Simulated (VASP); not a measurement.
# PtSe: single point with PBEsol+U

PtSe:

```
CELL_PARAMETERS angstrom
3.70187 0.00000 0.00000
-1.85094 3.20591 0.00000
0.00000 0.00000 3.61284
ATOMIC_POSITIONS crystal
Pt 0.00000 0.00000 0.00000
Se 0.66667 0.33333 0.50000
```

| Property | Result |
| --- | --- |
| Program | VASP 6.6.1 |
| Task | single point |
| Functional | PBEsol |
| Potentials or basis | VASP PAW PBE potentials, release 64 (Pt, Se) |
| Cutoff | 520 eV |
| k mesh | 6 × 6 × 5 |
| Occupations | gaussian, width 0.05 eV |
| Spin | collinear spin, ferromagnetic start |
| Starting moments | [0.5, 0.0] μB |
| Hubbard terms | Pt d U = 2.0 eV |
| Dipole correction | no |
| Further INCAR settings | ALGO = Normal; EDIFF = 1e-07; NBANDS = 19 |

```json
{"Pressure": "-17.3 GPa", "Band gap on the k mesh": "zero (filled and empty bands overlap)", "Net moment": "0.00 μB per cell", "Valence electrons inside the program's atomic spheres": "Pt 9.03; Se 3.60"}
```

Stress tensor (GPa, compression positive):
```
-15.33   0.00   0.00
  0.00 -15.33   0.00
  0.00   0.00 -21.16
```

Levels at points of the mesh, in eV from the Fermi level:
Spin up:
| k point | band 5 | band 6 | band 7 | band 8 | band 9 | band 10 | band 11 | band 12 |
| --- | --- | --- | --- | --- | --- | --- | --- | --- |
| (0.00, 0.00, 0.00) | -1.99 | -1.99 | -1.79 | 0.16 | 0.72 | 0.72 | 7.50 | 7.98 |
| (0.50, 0.00, 0.00) | -2.50 | -2.16 | -1.40 | -1.14 | 1.37 | 2.92 | 6.23 | 8.79 |
Spin down:
| k point | band 5 | band 6 | band 7 | band 8 | band 9 | band 10 | band 11 | band 12 |
| --- | --- | --- | --- | --- | --- | --- | --- | --- |
| (0.00, 0.00, 0.00) | -1.99 | -1.99 | -1.79 | 0.16 | 0.72 | 0.72 | 7.50 | 7.98 |
| (0.50, 0.00, 0.00) | -2.50 | -2.16 | -1.40 | -1.14 | 1.37 | 2.92 | 6.23 | 8.79 |

Eigenvalues of the final occupation matrices:
| site | spin | trace | eigenvalues |
| --- | --- | --- | --- |
| site 1 d | 1 | 4.16 | 0.77 0.77 0.86 0.86 0.91 |
| site 1 d | 2 | 4.16 | 0.77 0.77 0.86 0.86 0.91 |

Wall time 19 s on 1 thread of Intel(R) Xeon(R) 6975P-C (Granite Rapids) (shared host), peak memory 0.18 GiB.

Caveat: the PAW data sets were made with another functional, which shifts forces and pressure a little; spin-orbit coupling is left out, which moves the levels of the heavy elements. The state reached can hang on the start; a lower one may exist.
